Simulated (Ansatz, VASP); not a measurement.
Sc: VASP beside Ansatz

INCAR

```
SYSTEM = Sc
  PREC = Accurate
  ENCUT = 520
  EDIFF = 1E-6
  ISMEAR = 0
  SIGMA = 0.1
  LREAL = .FALSE.
  LASPH = .TRUE.
  NELM = 60
  ALGO = Fast
  ISIF = 2
  LWAVE = .FALSE.
  LCHARG = .TRUE.
  GGA = PS
  LELF = .TRUE.
  LVHAR = .TRUE.
  NBANDS = 30
```

KPOINTS

```
Automatic mesh
0
G
  8 8 8
  0 0 0
```

POSCAR

```
Sc
1.0
    2.9055712502     -4.9733999601      0.0000000000
    2.9055712502      4.9733999601      0.0000000000
    0.0000000000      0.0000000000      5.7672301399
Sc
4
Direct
    0.1421289005      0.8578710995      0.1066917729
    0.6421289005      0.3578710995      0.3933082271
    0.8578710995      0.1421289005      0.8933082271
    0.3578710995      0.6421289005      0.6066917729
```

Input for Ansatz:

```yaml
crystal:
  lattice:
    - [2.9055712502, -4.9733999601, 0.0]
    - [2.9055712502, 4.9733999601, 0.0]
    - [0.0, 0.0, 5.7672301399]
  atoms:
    - { symbol: Sc, position: [0.1421289005, 0.8578710995, 0.1066917729] }
    - { symbol: Sc, position: [0.6421289005, 0.3578710995, 0.3933082271] }
    - { symbol: Sc, position: [0.8578710995, 0.1421289005, 0.8933082271] }
    - { symbol: Sc, position: [0.3578710995, 0.6421289005, 0.6066917729] }
basis:
  ecutwfc: 420
kpoints:
  mp_grid: { grid: [8, 8, 8] }
hamiltonian:
  xc: pbesol
scf:
  occupations: { method: gaussian, width: 0.1 }
output:
  forces: true
  stress: true
  eigenvalues: true
```

Alike in both runs: task single point; functional PBEsol; k mesh 8 × 8 × 8; occupations gaussian, width 0.1 eV; no spin polarisation.

|  | VASP | Ansatz |
| --- | --- | --- |
| version | VASP 6.6.1 | Ansatz 0.2.0 |
| potentials or method | VASP PAW PBE potentials, release 64 (Sc_sv), cutoff 520 eV | scalar-relativistic, plane waves, PAW |
| valence electrons in the cell | 44 | 44 |

```tsv
	VASP	Ansatz	Ansatz less VASP
gap on the k mesh at the Fermi level (eV)	none	none	-
pressure (GPa)	-7.1	-7.1	+0.01
traceless stress, the component that is largest in VASP (GPa)	-1.44	-1.44	0.000
rms of the force components (eV/Å)	0.450	0.450	-0.0002
```

VASP's potentials were made for PBE, not for PBEsol. Atom by atom the forces differ by 0.001 eV/Å (rms over components). A gap of «none» marks a metal or a gap that the smearing closes. The functional is the same, so the differences come from potentials, cutoffs and numerics.
